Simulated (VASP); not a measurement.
Crystal: CeHf3O8.

```
Ce Hf O
1.0
     3.85516    0.00000    0.00000
     0.00000    3.85516    0.00000
     0.00000    0.00000   10.90404
Ce Hf O
1 3 8
Direct
  0.50000 0.50000 0.00000
  0.00000 0.00000 0.75000
  0.00000 0.00000 0.25000
  0.50000 0.50000 0.50000
  0.50000 0.00000 0.87500
  0.00000 0.50000 0.12500
  0.50000 0.00000 0.37500
  0.00000 0.50000 0.62500
  0.50000 0.00000 0.12500
  0.00000 0.50000 0.37500
  0.50000 0.00000 0.62500
  0.00000 0.50000 0.87500
```

- Program: VASP 6.6.1
- Task: relaxation of cell and atoms
- Functional: PBE
- Potentials or basis: VASP PAW PBE potentials, release 64 (Ce, Hf_pv, O)
- Cutoff: 600 eV
- k mesh: 4 × 4 × 2
- Occupations: gaussian, width 0.1 eV
- Spin: no spin polarisation

At the start: pressure -25.5 GPa; volume 13.50 Å³/atom.

Q: Where does the relaxation end?

A: Over 14 steps the energy falls by 222.0 meV/atom and the volume is 11.51 Å³/atom (-14.8 %); space group P4/mmm (No. 123, to 0.1 Å) before and after.

The path:
| step | energy change (eV) | largest force (eV/Å) | pressure (GPa) | volume (Å³) |
| --- | --- | --- | --- | --- |
| 1 | 0.0000 | 1.5155 | -25.54 | 162.06 |
| 2 | 0.7518 | 1.6349 | 56.27 | 116.63 |
| 3 | -2.3634 | 1.3571 | -0.01 | 138.33 |
| 4 | -2.3670 | 1.3429 | 1.18 | 137.62 |
| 5 | -2.3665 | 1.3341 | 1.97 | 137.16 |
| 6 | -2.5867 | 0.7358 | 1.55 | 137.21 |
| 7 | -2.5985 | 0.7872 | 1.53 | 137.22 |
| 8 | -2.6473 | 0.3185 | -2.04 | 139.32 |
| 9 | -2.6501 | 0.3129 | -1.42 | 138.92 |
| 10 | -2.6613 | 0.1048 | 0.67 | 137.65 |
| 11 | -2.6632 | 0.0651 | 0.09 | 137.99 |
| 12 | -2.6636 | 0.0701 | -0.04 | 138.07 |
| 13 | -2.6637 | 0.0457 | 0.00 | 138.05 |
| 14 | -2.6638 | 0.0112 | -0.02 | 138.07 |

Final structure:
```yaml
crystal:
  lattice:
    - [3.64602, 0.00000, 0.00000]
    - [0.00000, 3.64602, 0.00000]
    - [0.00000, 0.00000, 10.38596]
  atoms:
    - { symbol: Ce, position: [0.50000, 0.50000, 0.00000] }
    - { symbol: Hf, position: [0.00000, 0.00000, 0.74275] }
    - { symbol: Hf, position: [0.00000, 0.00000, 0.25725] }
    - { symbol: Hf, position: [0.50000, 0.50000, 0.50000] }
    - { symbol: O, position: [0.50000, 0.00000, 0.86286] }
    - { symbol: O, position: [0.00000, 0.50000, 0.13714] }
    - { symbol: O, position: [0.50000, 0.00000, 0.37869] }
    - { symbol: O, position: [0.00000, 0.50000, 0.62131] }
    - { symbol: O, position: [0.50000, 0.00000, 0.13714] }
    - { symbol: O, position: [0.00000, 0.50000, 0.37869] }
    - { symbol: O, position: [0.50000, 0.00000, 0.62131] }
    - { symbol: O, position: [0.00000, 0.50000, 0.86286] }
```
